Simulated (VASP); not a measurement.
Runs of VASP 6.6.1 on AlN. The structure is that of space group Fm-3m (No. 225), or close to it. The cells are those of the table. 

```csv
task,cell,gap on the mesh (eV),pressure (GPa)
single point,"a = 2.855 Å, angles 60.0°, 2 atoms",5.53,(a)
single point,"a = 2.938 Å, angles 60.0°, 2 atoms",4.68,-20.8
single point,"a = 2.911 Å, angles 60.0°, 2 atoms",(b),-15.0
single point,"a = 2.797 Å, angles 60.0°, 2 atoms",5.87,(c)
relaxation of cell and atoms,"relaxed from a = 2.877 Å, angles 60.0°, 2 atoms",5.55,0.0
```

Alike in all rows: level r2SCAN; potentials or basis VASP PAW PBE potentials, release 64 (Al, N); no spin polarisation; k mesh 10 × 10 × 10; cutoff (eV) 660; smearing gaussian 0.02 eV.

Task: Estimate the missing entries.

Result: (a) -0.7; (b) 4.95; (c) 18.6.

Caveats: the PAW data sets were made with another functional, which shifts forces and pressure a little; the cell stands under tension (at least some runs); the cell stands under pressure (at least some runs).

A k mesh can miss the band edges.
